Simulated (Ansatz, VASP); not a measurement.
Au in VASP and in Ansatz

```xyz
3
Lattice="4.9366 0.0000 0.0000 -2.4683 4.2752 0.0000 0.0000 0.0000 2.9381" Properties=species:S:1:pos:R:3 pbc="T T T"
Au   -2.4683    4.2752    0.0000
Au    0.0000    2.8501    1.4691
Au    2.4683    1.4251    1.4691
```

Alike in both runs: task single point; functional BLYP; k mesh 9 × 9 × 12; occupations fermi-dirac, width 0.1 eV; no spin polarisation.

```csv
,VASP,Ansatz
version,VASP 6.6.1,Ansatz 0.2.0
potentials or method,"VASP PAW PBE potentials, release 64 (Au), cutoff 520 eV","plane waves (420 eV) with PAW, scalar-relativistic"
valence electrons in the cell,33,57
```

```tsv
	VASP	Ansatz	Ansatz less VASP
pressure (GPa)	-3.2	-3.5	-0.33
traceless stress, the component that is largest in VASP (GPa)	-1.00	-1.03	-0.030
```

VASP's potentials were made for PBE, not for BLYP. VASP's potentials hold 33 valence electrons a cell and Ansatz's 57, so a difference there can come from the potentials and not from the codes.

Neither program's run includes spin-orbit coupling.
